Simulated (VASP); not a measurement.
# GeSb3Te (P4mm) in VASP: further runs

The runs below take GeSb3Te through single point, relaxation of cell and atoms, with PBE.

Program: VASP 6.6.1. These are calculated values, not measurements. Logs are shortened: lines on timing, memory, paths and dates and some standing lists are left out, and cuts for length are marked.

## Step 1: The cell of the first run

Symmetry: P4mm, No. 99, tetragonal system. Conventional cell: a = 4.767 Å, b = 4.767 Å, c = 6.032 Å, α = 90.00°, β = 90.00°, γ = 90.00°. Ge (site symmetry 4mm) has 6 Sb at 2.58 to 3.35 Å within 3.4 Å. Within 3.5 Å of Sb (site symmetry 4mm) lie 2 Ge at 2.68 to 3.35 Å and 4 Sb at 3.37 Å and 4 Te at 3.43 Å. Within 3.4 Å of Sb (site symmetry 2mm) lie 2 Ge at 2.58 Å and 6 Sb at 3.37 Å. Within 4.5 Å of Te (site symmetry 4mm) lie 12 Sb at 3.43 to 3.84 Å and 4 Ge at 3.94 Å.

## Step 2: Single point, PBE

Input file INCAR:

```
SYSTEM = GeSb3Te
PREC = Accurate
ENCUT = 520
EDIFF = 1E-6
ISMEAR = 0
SIGMA = 0.1
LREAL = .FALSE.
LASPH = .TRUE.
NELM = 100
ALGO = Normal
ISIF = 2
LWAVE = .FALSE.
LCHARG = .TRUE.
GGA = PE
LELF = .TRUE.
LVHAR = .TRUE.
NBANDS = 26
```

Input file KPOINTS:

```
regular mesh
0
G
  4 4 4
  0 0 0
```

Input file POSCAR:

```
GeSb3Te
1.0
    4.7669145900      0.0000000000      0.0000000000
    0.0000000000      4.7669145900      0.0000000000
    0.0000000000      0.0000000000      6.0318379400
Ge Sb Te
1 3 1
Direct
    0.5000000000      0.5000000000      0.6620000000
    0.5000000000      0.5000000000      0.1059000000
    0.0000000000      0.5000000000      0.5000000000
    0.5000000000      0.0000000000      0.5000000000
    0.0000000000      0.0000000000      0.0000000000
```

Potentials or basis: VASP PAW PBE potentials, release 64 (Ge_d, Sb, Te).

The run is started by

```bash
$ cat potpaw_PBE.64/Ge_d/POTCAR potpaw_PBE.64/Sb/POTCAR potpaw_PBE.64/Te/POTCAR > POTCAR
$ mpirun -np 1 vasp_std > vasp.out
```

OUTCAR:

```text
SYSTEM = GeSb3Te
   PREC = Accurate
   ENCUT = 520
   EDIFF = 1E-6
   ISMEAR = 0
   LREAL = .FALSE.
   LASPH = .TRUE.
   NELM = 100
   ISIF = 2
   GGA = PE

 ion  position               nearest neighbor table
   1  0.500  0.500  0.662-   3 2.58   4 2.58   4 2.58   3 2.58   2 2.68
   2  0.500  0.500  0.106-   1 2.68   3 3.37   4 3.37   4 3.37   3 3.37   5 3.43   5 3.43   5 3.43
                             5 3.43
   3  0.000  0.500  0.500-   1 2.58   1 2.58   2 3.37   2 3.37   4 3.37   4 3.37   4 3.37   4 3.37

   4  0.500  0.000  0.500-   1 2.58   1 2.58   2 3.37   2 3.37   3 3.37   3 3.37   3 3.37   3 3.37

   5  0.000  0.000  0.000-   2 3.43   2 3.43   2 3.43   2 3.43

  LATTYP: Found a simple tetragonal cell.
 ALAT       =     4.7669145900
 C/A-ratio  =     1.2653547334

  Lattice vectors:

 A1 = (   4.7669145900,   0.0000000000,   0.0000000000)
 A2 = (   0.0000000000,   4.7669145900,   0.0000000000)
 A3 = (   0.0000000000,   0.0000000000,   6.0318379400)

Analysis of symmetry for initial positions (statically):
=====================================================================
 Subroutine PRICEL returns:
 Original cell was already a primitive cell.

 Routine SETGRP: Setting up the symmetry group for a
 simple tetragonal supercell.

 Subroutine GETGRP returns: Found  8 space group operations
 (whereof  8 operations were pure point group operations)
 out of a pool of 16 trial point group operations.

The static configuration has the point symmetry C_4v.

Analysis of symmetry for dynamics (positions and initial velocities):
=====================================================================
 Subroutine PRICEL returns:
 Original cell was already a primitive cell.

 Routine SETGRP: Setting up the symmetry group for a
 simple tetragonal supercell.

 Subroutine GETGRP returns: Found  8 space group operations
 (whereof  8 operations were pure point group operations)
 out of a pool of 16 trial point group operations.

The dynamic configuration has the point symmetry C_4v.

 Subroutine INISYM returns: Found  8 space group operations
 (whereof  8 operations are pure point group operations),
 and found     1 'primitive' translations

----------------------------------------------------------------------------------------
[... 90 lines left out ...]
   ENCUT  =  520.0 eV  38.22 Ry    6.18 a.u.   8.86  8.86 11.22*2*pi/ulx,y,z
   NELM   =    100;   NELMIN=  2; NELMDL= -5     # of ELM steps
   EDIFF  = 0.1E-05   stopping-criterion for ELM
   LREAL  =      F    real-space projection
   EDIFFG = 0.1E-04   stopping-criterion for IOM
   NSW    =      0    number of steps for IOM
   IBRION =     -1    ionic relax: 0-MD 1-quasi-New 2-CG
   NFREE  =      0    steps in history (QN), initial steepest desc. (CG)
   ISIF   =      2    stress and relaxation
   ISYM   =      2    0-nonsym 1-usesym 2-fastsym
   POTIM  = 0.5000    time-step for ionic-motion
   TEBEG  =    0.0;   TEEND  =   0.0 temperature during run
   PSTRESS=    0.0 pullay stress
   NELECT =      35.0000    total number of electrons
   NUPDOWN=      -1.0000    fix difference up-down
   EMIN   =  10.00;   EMAX   =-10.00  energy-range for DOS
   EFERMI =   0.00;   METHOD = LEGACY
   ISMEAR =     0;   SIGMA  =   0.10  broadening in eV -4-tet -1-fermi 0-gaus
   EFERMI_NEDOS =   21; number of points for ismear=-14 and -15
   IALGO  =     38    algorithm
   IMIX   =      4    mixing-type and parameters
     AMIX     =   0.40;   BMIX     =  1.00
     AMIX_MAG =   1.60;   BMIX_MAG =  1.00
  volume/ion in A,a.u.               =      27.41       184.99
  Fermi-wavevector in a.u.,A,eV,Ry     =   1.038618  1.962704 14.676990  1.078728
  Thomas-Fermi vector in A             =   2.173111
   LORBIT       =      0    0 simple, 1 ext, 2 COOP (PROOUT), +10 PAW based schemes
   GGA     = PE    functional components
   LHFCALC =     F    Hartree Fock is set to
   AEXX    =    0.0000 exact exchange contribution
   IVDW    =     0    specifies the selected vdW correction
   LEPSILON=     F    determine dielectric tensor
   LRPA    =     F    only Hartree local field effects (RPA)
 non-spin polarized calculation
 Gauss-broadening in eV      SIGMA  =   0.10
  energy-cutoff  :      520.00
  volume of cell :      137.06
 maximum number of plane-waves:      3728
 NGX is ok and might be reduce to    36
   NGX = 17   NGY = 17   NGZ = 23

 number of electron      35.0000013 magnetization

 Free energy of the ion-electron system (eV)
  ---------------------------------------------------
  ext. energy  EPLUGINS =         0.00000000
  ---------------------------------------------------
  free energy    TOTEN  =       -17.39058825 eV

  energy without entropy =      -17.36909938  energy(sigma->0) =      -17.37984381

 E-fermi :   6.9366     XC(G=0):  -9.9180

 val. band max:        6.9015133135   @ k =   0.5000   0.0000   0.0000
 cond. band min:       6.9684632028   @ k =   0.2500   0.0000   0.5000
 fundamental gap:      0.0669498893
 Fermi energy:         6.9365878169

 k-point     1 :       0.0000    0.0000    0.0000
  band No.  band energies     occupation
      1     -17.7938      2.00000
      2     -17.7878      2.00000
      3     -17.7782      2.00000
      4     -17.7782      2.00000
      5     -17.7504      2.00000
      6      -6.1116      2.00000
[... 511 lines left out ...]
     25      11.8142      0.00000
     26      12.4834      0.00000

------------------------ aborting loop because EDIFF is reached ----------------------------------------

  FORCE on cell =-STRESS in cart. coord.  units (eV):
  Direction    XX          YY          ZZ          XY          YZ          ZX
  --------------------------------------------------------------------------------------
  -------------------------------------------------------------------------------------
  Total        5.7733524      5.7733524      3.1857851      0.0000000      0.0000000      0.0000000
  in kB       67.4860869     67.4860869     37.2393979      0.0000000      0.0000000      0.0000000
  external PRESSURE =      57.4038572 kB  Pullay stress =       0.0000000 kB

 VOLUME and BASIS-vectors are now :
 -----------------------------------------------------------------------------
  energy-cutoff  :      520.00
  volume of cell :      137.06
      direct lattice vectors                 reciprocal lattice vectors
     4.766914590  0.000000000  0.000000000     0.209779299  0.000000000  0.000000000
     0.000000000  4.766914590  0.000000000     0.000000000  0.209779299  0.000000000
     0.000000000  0.000000000  6.031837940     0.000000000  0.000000000  0.165786948

 POSITION                                       TOTAL-FORCE (eV/Angst)
 -----------------------------------------------------------------------------------
      2.38346      2.38346      3.99308        -0.000000      0.000000      2.216408
      2.38346      2.38346      0.63877        -0.000000      0.000000      0.021264
      0.00000      2.38346      3.01592        -0.000000     -0.000000     -0.957750
      2.38346      0.00000      3.01592         0.000000     -0.000000     -0.957750
      0.00000      0.00000      0.00000        -0.000000     -0.000000     -0.322172
 -----------------------------------------------------------------------------------
    total drift:                                0.000000      0.000000     -0.000475

  FREE ENERGIE OF THE ION-ELECTRON SYSTEM (eV)
  ---------------------------------------------------
  free  energy   TOTEN  =       -17.3905882450 eV

  energy  without entropy=      -17.3690993840  energy(sigma->0) =      -17.37984381
```

stdout:

```text
POSCAR found type information on POSCAR GeSbTe
 POSCAR found :  3 types and       5 ions
 scaLAPACK will be used
 LDA part: xc-table for (Slater+PW92), standard interpolation
 POSCAR, INCAR and KPOINTS ok, starting setup
 FFT: planning ... GRIDC
 FFT: planning ... GRID_SOFT
 FFT: planning ... GRID
 WAVECAR not read
 entering main loop
```

Wall time 28 s (1 thread of Intel Xeon Platinum 8559C (Emerald Rapids), shared host); peak memory 0.26 GiB.

Results:

| Property | Result |
| --- | --- |
| Free energy | -17.3906 eV |
| Pressure | 5.7 GPa |
| Largest force | 2.216 eV/Å |

Forces in eV/Å, atoms in the order of the input:
```
Ge   0.000  0.000  2.216
Sb   0.000  0.000  0.021
Sb   0.000  0.000 -0.958
Sb   0.000  0.000 -0.958
Te   0.000  0.000 -0.322
```

Levels at points of the mesh, in eV from the Fermi level:
| k point | band 15 | band 16 | band 17 | band 18 | band 19 | band 20 |
| --- | --- | --- | --- | --- | --- | --- |
| (0.00, 0.00, 0.00) | -1.93 | -1.21 | 0.24 | 1.01 | 1.01 | 1.61 |
| (0.50, 0.00, 0.00) | -0.82 | -0.82 | -0.04 | 0.09 | 0.11 | 0.40 |
| (0.50, 0.50, 0.00) | -2.27 | -2.27 | -1.80 | 2.60 | 2.78 | 2.78 |
| (0.00, 0.00, 0.50) | -2.37 | -1.90 | -0.31 | 1.25 | 1.25 | 1.25 |
| (0.50, 0.00, 0.50) | -1.40 | -1.40 | -1.03 | -0.99 | -0.84 | 0.62 |
| (0.50, 0.50, 0.50) | 0.12 | 0.12 | 0.17 | 0.22 | 2.62 | 2.84 |

Caveat: spin-orbit coupling is left out, which moves the levels of the heavy elements; forces of over 1 eV/Å act on the atoms, so gaps and moduli don't describe the material at rest.

[end of part 1 of 2]
